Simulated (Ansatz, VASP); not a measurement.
Two plane-wave programs on Cl

```
Cl
1.0
     4.07471   -2.69691    0.00000
     4.07471    2.69691    0.00000
     0.00000    0.00000    9.45758
Cl
4
Direct
  0.90428 0.09572 0.09319
  0.59572 0.40428 0.59319
  0.09572 0.90428 0.90681
  0.40428 0.59572 0.40681
```

Alike in both runs: task single point; functional RPBE; k mesh 6 × 6 × 3; occupations fermi-dirac, width 0.05 eV; no spin polarisation.

|  | VASP | Ansatz |
| --- | --- | --- |
| version | VASP 6.6.1 | Ansatz 0.2.0 |
| potentials or method | VASP PAW PBE potentials, release 64 (Cl), cutoff 520 eV | plane waves (420 eV) with PAW, scalar-relativistic |
| valence electrons in the cell | 28 | 28 |

```csv
,VASP,Ansatz,Ansatz less VASP
pressure (GPa),-0.7,-0.5,+0.22
"traceless stress, the component that is largest in VASP (GPa)",-0.84,-0.61,+0.232
```

VASP's potentials were made for PBE, not for RPBE. With one functional, cell and mesh, what is left measures potentials, basis and numerics.
